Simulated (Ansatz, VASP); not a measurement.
# One calculation of Hf2ZrSe6, two programs

```
Zr Hf Se
1.0
     3.27489    1.89076    6.99733
    -3.27489    1.89076    6.99733
     0.00000   -3.78151    6.99733
Zr Hf Se
1 2 6
Direct
  0.50000 0.50000 0.50000
  0.83334 0.83334 0.83334
  0.16666 0.16666 0.16666
  0.42483 0.08925 0.76039
  0.08925 0.76039 0.42483
  0.76039 0.42483 0.08925
  0.23961 0.57517 0.91075
  0.91075 0.23961 0.57517
  0.57517 0.91075 0.23961
```

Alike in both runs: functional PBE; k mesh 6 × 6 × 6; occupations gaussian, width 0.02 eV; no spin polarisation.

Ansatz relaxed the structure, and its values are those at the end. VASP's run is a single point on that final structure, the one shown.

```csv
,VASP,Ansatz
version,VASP 6.6.1,Ansatz 0.2.0
potentials or method,"VASP PAW PBE potentials, release 64 (Zr_sv, Hf_pv, Se), cutoff 520 eV","scalar-relativistic, plane waves, PAW"
valence electrons in the cell,68,160
```

```csv
,VASP,Ansatz,Ansatz less VASP
gap on the k mesh at the Fermi level (eV),0.50,0.50,-0.005
least direct gap on the mesh (eV),1.30,1.30,+0.006
pressure (GPa),-0.2,0.0,+0.16
rms of the force components (eV/Å),0.017,0.001,-0.0160
```

With one functional, cell and mesh, what is left measures potentials, basis and numerics. VASP's potentials hold 68 valence electrons a cell and Ansatz's 160, so a difference there can come from the potentials and not from the codes.

Neither program's run includes spin-orbit coupling.
